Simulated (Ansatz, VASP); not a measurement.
**Two plane-wave programs on B**

```
B
1.0
     1.76762    0.00000    0.00000
    -0.88381    1.53081    0.00000
     0.00000    0.00000   11.16515
B
2
Direct
  0.33333 0.66667 0.25000
  0.66667 0.33333 0.75000
```

Alike in both runs: task single point; functional revPBE; k mesh 23 × 23 × 4; occupations fermi-dirac, width 0.1 eV; no spin polarisation.

```csv
,VASP,Ansatz
version,VASP 6.6.1,Ansatz 0.2.0
potentials or method,"VASP PAW PBE potentials, release 64 (B), cutoff 520 eV","plane waves (420 eV) with PAW, scalar-relativistic"
valence electrons in the cell,6,6
```

```tsv
	VASP	Ansatz	Ansatz less VASP
pressure (GPa)	-8.8	-8.7	+0.12
traceless stress, the component that is largest in VASP (GPa)	8.81	8.75	-0.055
```

VASP's potentials were made for PBE, not for revPBE.
